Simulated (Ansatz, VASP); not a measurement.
## One calculation of Mg3TiN3, two programs

```
CELL_PARAMETERS angstrom
7.18872 0.00000 0.00000
-3.59436 6.22561 0.00000
0.00000 0.00000 4.31249
ATOMIC_POSITIONS crystal
Mg 0.16061 0.32122 0.75000
Mg 0.67878 0.83939 0.75000
Mg 0.16061 0.83939 0.75000
Mg 0.83939 0.16061 0.25000
Mg 0.32122 0.16061 0.25000
Mg 0.83939 0.67878 0.25000
Ti 0.66667 0.33333 0.75000
Ti 0.33333 0.66667 0.25000
N 0.36251 0.18125 0.75000
N 0.81875 0.18125 0.75000
N 0.81875 0.63749 0.75000
N 0.18125 0.36251 0.25000
N 0.63749 0.81875 0.25000
N 0.18125 0.81875 0.25000
```

Alike in both runs: functional PBE; k mesh 6 × 6 × 8; occupations gaussian, width 0.1 eV; collinear spin.

Ansatz relaxed the structure, and its values are those at the end. VASP's run is a single point on that final structure, the one shown.

|  | VASP | Ansatz |
| --- | --- | --- |
| version | VASP 6.6.1 | Ansatz 0.2.0 |
| potentials or method | VASP PAW PBE potentials, release 64 (Mg, Ti_sv, N), cutoff 520 eV | scalar-relativistic, plane waves, PAW |
| valence electrons in the cell | 66 | 114 |

VASP gave:

* gap on the k mesh at the Fermi level (eV): none
* pressure (GPa): -0.2
* rms of the force components (eV/Å): 0.021
* net moment per atom (μB): 0.00

Problem. What did Ansatz give for the same quantities?

Solution. gap on the k mesh at the Fermi level (eV): none; pressure (GPa): 0.0; rms of the force components (eV/Å): 0.001; net moment per atom (μB): 0.00.

A gap of «none» marks a metal or a gap that the smearing closes. VASP's potentials hold 66 valence electrons a cell and Ansatz's 114, so a difference there can come from the potentials and not from the codes. Ansatz's warnings: seeded moment not kept.
